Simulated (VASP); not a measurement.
Input of a VASP 6.6.1 run:

File INCAR:

```
  AGGAC = 0.0
  ALDAC = 0.0
  ALGO = Normal
  EDIFF = 1E-6
  ENCUT = 600
  GGA = PE
  GGA_COMPAT = F
  ISIF = 2
  ISMEAR = -1
  LASPH = T
  LCHARG = F
  LREAL = F
  LWAVE = F
  NBANDS = 12
  NELM = 120
  PREC = Accurate
  SIGMA = 0.05
```

KPOINTS

```
k-points
0
Gamma
  13 13 13
```

POSCAR

```
Cu
1.0
    0.0000000000      1.9221274470      1.9221274470
    1.9221274470      0.0000000000      1.9221274470
    1.9221274470      1.9221274470      0.0000000000
Cu
1
Direct
    0.0000000000      0.0000000000      0.0000000000
```

Potentials or basis: VASP PAW PBE potentials, release 64 (Cu).

Launch:

```console
$ cat potpaw_PBE.64/Cu/POTCAR > POTCAR
$ mpirun -np 1 vasp_std > vasp.out
```

Q: Estimate the pressure.

A: 0.3 GPa.
